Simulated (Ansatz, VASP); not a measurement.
## Two plane-wave programs on MgCd2O3

```
CELL_PARAMETERS angstrom
5.80501 0.00000 0.00000
-2.90250 5.02728 0.00000
0.00000 0.00000 3.10003
ATOMIC_POSITIONS crystal
Mg 0.00000 0.00000 0.00000
Cd 0.66667 0.33333 0.00000
Cd 0.33333 0.66667 0.00000
O 0.50000 0.00000 0.50000
O 0.50000 0.50000 0.50000
O 0.00000 0.50000 0.50000
```

Change from the starting cell: species swapped into the PrAl3Ni2 type (P6/mmm, No. 191).

Alike in both runs: functional PBE; k mesh 6 × 6 × 4; occupations gaussian, width 0.1 eV; collinear spin.

Ansatz relaxed the structure, and its values are those at the end. VASP's run is a single point on that final structure, the one shown.

|  | VASP | Ansatz |
| --- | --- | --- |
| version | VASP 6.6.1 | Ansatz 0.2.0 |
| potentials or method | VASP PAW PBE potentials, release 64 (Mg_sv, Cd_sv_GW, O), cutoff 840 eV | scalar-relativistic, plane waves, PAW |
| valence electrons in the cell | 68 | 68 |

VASP gave:

```
gap on the k mesh at the Fermi level (eV) : none
pressure (GPa)                            : 0.1
net moment per atom (μB)                  : 0.00
```

Task: Which values does Ansatz return?

Result: gap on the k mesh at the Fermi level (eV): none; pressure (GPa): 0.2; net moment per atom (μB): 0.00.

A gap of «none» marks a metal or a gap that the smearing closes. With one functional, cell and mesh, what is left measures potentials, basis and numerics. Ansatz's warnings: filled band counts differ across k points, seeded moment not kept.

The k mesh is coarse, so the values compare programs but aren't converged.
